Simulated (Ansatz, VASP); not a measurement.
Two plane-wave programs on SiB6

```xyz
7
Lattice="3.2373 0.0000 0.0000 -1.6186 2.8036 0.0000 0.0000 0.0000 7.2826" Properties=species:S:1:pos:R:3 pbc="T T T"
Si    0.0000    0.0000    1.0466
B     1.6186    0.0000    2.4832
B    -0.8093    1.4018    2.4832
B     0.8093    1.4018    2.4832
B     0.0000    1.8691    5.6508
B     1.6186    0.9345    5.6508
B     0.0000    0.0000    6.3092
```

Alike in both runs: functional PBE; k mesh 6 × 6 × 4; occupations gaussian, width 0.1 eV; no spin polarisation.

Ansatz relaxed the structure, and its values are those at the end. VASP's run is a single point on that final structure, the one shown.

|  | VASP | Ansatz |
| --- | --- | --- |
| version | VASP 6.6.1 | Ansatz 0.2.0 |
| potentials or method | VASP PAW PBE potentials, release 64 (Si, B), cutoff 520 eV | scalar-relativistic, plane waves, PAW |
| valence electrons in the cell | 22 | 22 |

Ansatz gave:

- gap on the k mesh at the Fermi level (eV): none
- pressure (GPa): 0.1
- rms of the force components (eV/Å): 0.005

**Question.** Which values does VASP return?

**Answer.** gap on the k mesh at the Fermi level (eV): none; pressure (GPa): 0.0; rms of the force components (eV/Å): 0.006.

A gap of «none» marks a metal or a gap that the smearing closes.

The k mesh is coarse, so the values compare programs but aren't converged.
